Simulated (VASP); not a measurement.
# LiW (Pm-3m) in VASP: a series of runs

The runs below take LiW through single point, relaxation of cell and atoms, with PBE.

All numbers are computed with VASP 6.6.1; they aren't measurements. Logs are shortened: lines on timing, memory, paths and dates and some standing lists are left out, and cuts for length are marked.

### 1 The cell of the first run

Symmetry: Pm-3m, No. 221, cubic system. The conventional cell has a = 2.986 Å, b = 2.986 Å, c = 2.986 Å, α = 90.00°, β = 90.00°, γ = 90.00°. W (site symmetry m-3m) has 8 Li at 2.59 Å and 6 W at 2.99 Å within 3.4 Å. Within 3.4 Å of Li (site symmetry m-3m) lie 8 W at 2.59 Å and 6 Li at 2.99 Å.

### 2 Single point, PBE

The input, INCAR:

```
SYSTEM = LiW
  PREC = Accurate
  ENCUT = 520
  EDIFF = 1E-7
  ISMEAR = -1
  SIGMA = 0.1
  LREAL = .False.
  LASPH = .True.
  NELM = 80
  ALGO = Normal
  ISIF = 2
  LWAVE = .False.
  LCHARG = .False.
  GGA = PE
  NBANDS = 16
```

The input, KPOINTS:

```
Automatic mesh
0
Gamma
  12 12 12
  0 0 0
```

The input, POSCAR:

```
LiW
1.0
    2.9855970016      0.0000000000      0.0000000000
    0.0000000000      2.9855970016      0.0000000000
    0.0000000000      0.0000000000      2.9855970016
W Li
1 1
Direct
    0.0000000000      0.0000000000      0.0000000000
    0.5000000000      0.5000000000      0.5000000000
```

Potentials or basis: VASP PAW PBE potentials, release 64 (W_sv, Li_sv).

On the command line:

```bash
cat potpaw_PBE.64/W_sv/POTCAR potpaw_PBE.64/Li_sv/POTCAR > POTCAR
mpirun -np 1 vasp_std > vasp.out
```

OUTCAR:

```text
SYSTEM = LiW
   PREC = Accurate
   ENCUT = 520
   EDIFF = 1E-7
   ISMEAR = -1
   LREAL = .False.
   LASPH = .True.
   NELM = 80
   ISIF = 2
   GGA = PE

 ion  position               nearest neighbor table
   1  0.000  0.000  0.000-   2 2.59   2 2.59   2 2.59   2 2.59   2 2.59   2 2.59   2 2.59   2 2.59

   2  0.500  0.500  0.500-   1 2.59   1 2.59   1 2.59   1 2.59   1 2.59   1 2.59   1 2.59   1 2.59

  LATTYP: Found a simple cubic cell.
 ALAT       =     2.9855970016

  Lattice vectors:

 A1 = (   2.9855970016,   0.0000000000,   0.0000000000)
 A2 = (   0.0000000000,   2.9855970016,   0.0000000000)
 A3 = (   0.0000000000,   0.0000000000,   2.9855970016)

Analysis of symmetry for initial positions (statically):
=====================================================================
 Subroutine PRICEL returns:
 Original cell was already a primitive cell.

 Routine SETGRP: Setting up the symmetry group for a
 simple cubic supercell.

 Subroutine GETGRP returns: Found 48 space group operations
 (whereof 48 operations were pure point group operations)
 out of a pool of 48 trial point group operations.

The static configuration has the point symmetry O_h .

Analysis of symmetry for dynamics (positions and initial velocities):
=====================================================================
 Subroutine PRICEL returns:
 Original cell was already a primitive cell.

 Routine SETGRP: Setting up the symmetry group for a
 simple cubic supercell.

 Subroutine GETGRP returns: Found 48 space group operations
 (whereof 48 operations were pure point group operations)
 out of a pool of 48 trial point group operations.

The dynamic configuration has the point symmetry O_h .

 Subroutine INISYM returns: Found 48 space group operations
 (whereof 48 operations are pure point group operations),
 and found     1 'primitive' translations

----------------------------------------------------------------------------------------

                                     Primitive cell

  volume of cell :      26.6130

  direct lattice vectors                    reciprocal lattice vectors
     2.985597002  0.000000000  0.000000000     0.334941387  0.000000000  0.000000000
     0.000000000  2.985597002  0.000000000     0.000000000  0.334941387  0.000000000
     0.000000000  0.000000000  2.985597002     0.000000000  0.000000000  0.334941387

  length of vectors
     2.985597002  2.985597002  2.985597002     0.334941387  0.334941387  0.334941387

  position of ions in fractional coordinates (direct lattice)
     0.000000000  0.000000000  0.000000000
     0.500000000  0.500000000  0.500000000

  ion indices of the primitive-cell ions
   primitive index   ion index
                 1           1
                 2           2

----------------------------------------------------------------------------------------

 KPOINTS: Automatic mesh

Automatic generation of k-mesh.
 Grid dimensions read from file:
 generate k-points for:   12   12   12

 Generating k-lattice:

  Cartesian coordinates                     Fractional coordinates (reciprocal lattice)
     0.027911782  0.000000000  0.000000000     0.083333333  0.000000000  0.000000000
     0.000000000  0.027911782  0.000000000     0.000000000  0.083333333  0.000000000
     0.000000000  0.000000000  0.027911782     0.000000000  0.000000000  0.083333333

  Length of vectors
     0.027911782  0.027911782  0.027911782

  Shift w.r.t. Gamma in fractional coordinates (k-lattice)
     0.000000000  0.000000000  0.000000000

 Subroutine IBZKPT returns following result:
 ===========================================

 Found     84 irreducible k-points:

 Following reciprocal coordinates:
            Coordinates               Weight
  0.000000  0.000000  0.000000      1.000000
  0.083333  0.000000  0.000000      6.000000
  0.166667  0.000000  0.000000      6.000000
  0.250000  0.000000  0.000000      6.000000
  0.333333  0.000000  0.000000      6.000000
  0.416667  0.000000  0.000000      6.000000
[... 16 lines left out ...]
  0.333333  0.333333  0.000000     12.000000
  0.416667  0.333333  0.000000     24.000000
 [... further k-points ...]
   k-points           NKPTS =     84   k-points in BZ     NKDIM =     84   number of bands    NBANDS=     16
   number of dos      NEDOS =    301   number of ions     NIONS =      2
   total plane-waves  NPLWV =  13824
   dimension x,y,z NGX =    24 NGY =   24 NGZ =   24
   dimension x,y,z NGXF=    48 NGYF=   48 NGZF=   48
   ions per type =               1   1
   NGX,Y,Z   is equivalent  to a cutoff of  13.36, 13.36, 13.36 a.u.
   NGXF,Y,Z  is equivalent  to a cutoff of  26.73, 26.73, 26.73 a.u.
 SYSTEM =  LiW
   PREC   = accura    normal or accurate (medium, high low for compatibility)
   ISTART =      0    job   : 0-new  1-cont  2-samecut
   ICHARG =      2    charge: 1-file 2-atom 10-const
   ISPIN  =      1    spin polarized calculation?
   LNONCOLLINEAR =      F non collinear calculations
   LSORBIT =      F    spin-orbit coupling
   LASPH  =      T    aspherical Exc in radial PAW
   ENCUT  =  520.0 eV  38.22 Ry    6.18 a.u.   5.55  5.55  5.55*2*pi/ulx,y,z
   NELM   =     80;   NELMIN=  2; NELMDL= -5     # of ELM steps
   EDIFF  = 0.1E-06   stopping-criterion for ELM
   LREAL  =      F    real-space projection
   EDIFFG = 0.1E-05   stopping-criterion for IOM
   NSW    =      0    number of steps for IOM
   IBRION =     -1    ionic relax: 0-MD 1-quasi-New 2-CG
   NFREE  =      0    steps in history (QN), initial steepest desc. (CG)
   ISIF   =      2    stress and relaxation
   ISYM   =      2    0-nonsym 1-usesym 2-fastsym
   POTIM  = 0.5000    time-step for ionic-motion
   TEBEG  =    0.0;   TEEND  =   0.0 temperature during run
   PSTRESS=    0.0 pullay stress
   NELECT =      17.0000    total number of electrons
   NUPDOWN=      -1.0000    fix difference up-down
   EMIN   =  10.00;   EMAX   =-10.00  energy-range for DOS
   EFERMI =   0.00;   METHOD = LEGACY
   ISMEAR =    -1;   SIGMA  =   0.10  broadening in eV -4-tet -1-fermi 0-gaus
   EFERMI_NEDOS =   21; number of points for ismear=-14 and -15
   IALGO  =     38    algorithm
   IMIX   =      4    mixing-type and parameters
     AMIX     =   0.40;   BMIX     =  1.00
     AMIX_MAG =   1.60;   BMIX_MAG =  1.00
  volume/ion in A,a.u.               =      13.31        89.80
  Fermi-wavevector in a.u.,A,eV,Ry     =   1.409916  2.664355 27.046526  1.987864
  Thomas-Fermi vector in A             =   2.531923
   LORBIT       =      0    0 simple, 1 ext, 2 COOP (PROOUT), +10 PAW based schemes
   GGA     = PE    functional components
   LHFCALC =     F    Hartree Fock is set to
   AEXX    =    0.0000 exact exchange contribution
   IVDW    =     0    specifies the selected vdW correction
   LEPSILON=     F    determine dielectric tensor
   LRPA    =     F    only Hartree local field effects (RPA)
 non-spin polarized calculation
  energy-cutoff  :      520.00
  volume of cell :       26.61
 maximum number of plane-waves:       739
 NGX is ok and might be reduce to    24
   NGX = 11   NGY = 11   NGZ = 11

 number of electron      17.0000007 magnetization

 Free energy of the ion-electron system (eV)
  ---------------------------------------------------
  ext. energy  EPLUGINS =         0.00000000
  ---------------------------------------------------
  free energy    TOTEN  =       -12.82079698 eV

  energy without entropy =      -12.76997978  energy(sigma->0) =      -12.79538838

 E-fermi :   7.4169     XC(G=0): -11.8292

 val. band max:        7.4126540610   @ k =   0.3333   0.1667   0.0833
 cond. band min:       7.4338601444   @ k =   0.3333   0.2500   0.2500
 fundamental gap:      0.0212060834
 Fermi energy:         7.4169303522

 k-point     1 :       0.0000    0.0000    0.0000
  band No.  band energies     occupation
      1     -66.4967      2.00000
      2     -36.8862      2.00000
      3     -30.4844      2.00000
      4     -30.4844      2.00000
      5     -30.4844      2.00000
      6       0.3748      2.00000
[... 8 lines left out ...]
     15      24.0738      0.00000
     16      24.0738      0.00000

 k-point     2 :       0.0833    0.0000    0.0000
  band No.  band energies     occupation
      1     -66.4953      2.00000
      2     -36.8861      2.00000
      3     -30.5101      2.00000
      4     -30.4821      2.00000
      5     -30.4821      2.00000
      6       0.5021      2.00000
[... 8 lines left out ...]
     15      23.2049      0.00000
     16      24.4574      0.00000

 k-point     3 :       0.1667    0.0000    0.0000
  band No.  band energies     occupation
      1     -66.4918      2.00000
      2     -36.8859      2.00000
      3     -30.5798      2.00000
      4     -30.4758      2.00000
      5     -30.4758      2.00000
      6       0.8433      2.00000
[... 8 lines left out ...]
     15      21.6809      0.00000
     16      25.0834      0.00000

 k-point     4 :       0.2500    0.0000    0.0000
  band No.  band energies     occupation
      1     -66.4869      2.00000
      2     -36.8856      2.00000
      3     -30.6738      2.00000
      4     -30.4671      2.00000
      5     -30.4671      2.00000
      6       1.2899      2.00000
[... 8 lines left out ...]
     15      20.2470      0.00000
     16      25.1019      0.00000
[... 324 lines left out ...]
 k-point    22 :       0.5000    0.2500    0.0000
  band No.  band energies     occupation
      1     -66.4678      2.00000
      2     -36.8751      2.00000
      3     -30.8448      2.00000
      4     -30.6437      2.00000
      5     -30.4333      2.00000
      6       3.4850      2.00000
[... 8 lines left out ...]
     15      21.0123      0.00000
     16      23.4277      0.00000

 k-point    23 :       0.3333    0.3333    0.0000
  band No.  band energies     occupation
      1     -66.4678      2.00000
      2     -36.8737      2.00000
      3     -30.7468      2.00000
      4     -30.7443      2.00000
      5     -30.4334      2.00000
      6       3.5358      2.00000
[... 8 lines left out ...]
     15      20.5081      0.00000
     16      24.8672      0.00000

 k-point    24 :       0.4167    0.3333    0.0000
  band No.  band energies     occupation
      1     -66.4643      2.00000
      2     -36.8709      2.00000
      3     -30.8137      2.00000
      4     -30.7404      2.00000
      5     -30.4273      2.00000
      6       3.9920      2.00000
[... 8 lines left out ...]
     15      20.2966      0.00000
     16      23.6882      0.00000

 [... further k-points ...]

------------------------ aborting loop because EDIFF is reached ----------------------------------------

  FORCE on cell =-STRESS in cart. coord.  units (eV):
  Direction    XX          YY          ZZ          XY          YZ          ZX
  --------------------------------------------------------------------------------------
  -------------------------------------------------------------------------------------
  Total        0.0234015      0.0234015      0.0234015      0.0000000      0.0000000     -0.0000000
  in kB        1.4088345      1.4088345      1.4088345      0.0000000      0.0000000     -0.0000000
  external PRESSURE =       1.4088345 kB  Pullay stress =       0.0000000 kB

 VOLUME and BASIS-vectors are now :
 -----------------------------------------------------------------------------
  energy-cutoff  :      520.00
  volume of cell :       26.61
      direct lattice vectors                 reciprocal lattice vectors
     2.985597002  0.000000000  0.000000000     0.334941387  0.000000000  0.000000000
     0.000000000  2.985597002  0.000000000     0.000000000  0.334941387  0.000000000
     0.000000000  0.000000000  2.985597002     0.000000000  0.000000000  0.334941387

 POSITION                                       TOTAL-FORCE (eV/Angst)
 -----------------------------------------------------------------------------------
      0.00000      0.00000      0.00000         0.000000      0.000000      0.000000
      1.49280      1.49280      1.49280         0.000000      0.000000      0.000000
 -----------------------------------------------------------------------------------
    total drift:                                0.000000      0.000000     -0.000000

  FREE ENERGIE OF THE ION-ELECTRON SYSTEM (eV)
  ---------------------------------------------------
  free  energy   TOTEN  =       -12.8207969820 eV

  energy  without entropy=      -12.7699797776  energy(sigma->0) =      -12.79538838
```

It took 46 s on 1 thread of AMD EPYC 7R13, shared host; peak memory 0.13 GiB.

Results:

```
Free energy            : -12.8208 eV
Band gap on the k mesh : zero (an odd number of electrons rules out a gap without spin polarisation)
```

Levels at points of the mesh, in eV from the Fermi level:
```tsv
k point	band 6	band 7	band 8	band 9	band 10	band 11
(0.00, 0.00, 0.00)	-7.04	-2.86	-2.86	2.75	2.75	2.75
(0.50, 0.00, 0.00)	-5.32	-2.11	-0.57	0.11	0.11	3.02
(0.50, 0.50, 0.00)	-3.34	-2.47	0.75	0.75	0.86	0.86
(0.50, 0.50, 0.50)	-3.44	-3.44	-3.44	4.71	4.71	6.57
```

Caveat: the cutoff is under 1.25 times the usual one of these potentials, so pressure, stress and relaxed cells hold a basis-set (Pulay) error; spin-orbit coupling is left out, which moves the levels of the heavy elements.

(Part 1 of 2 ends here.)

The gap in the log of VASP goes by the Fermi energy; the results here count the filled bands.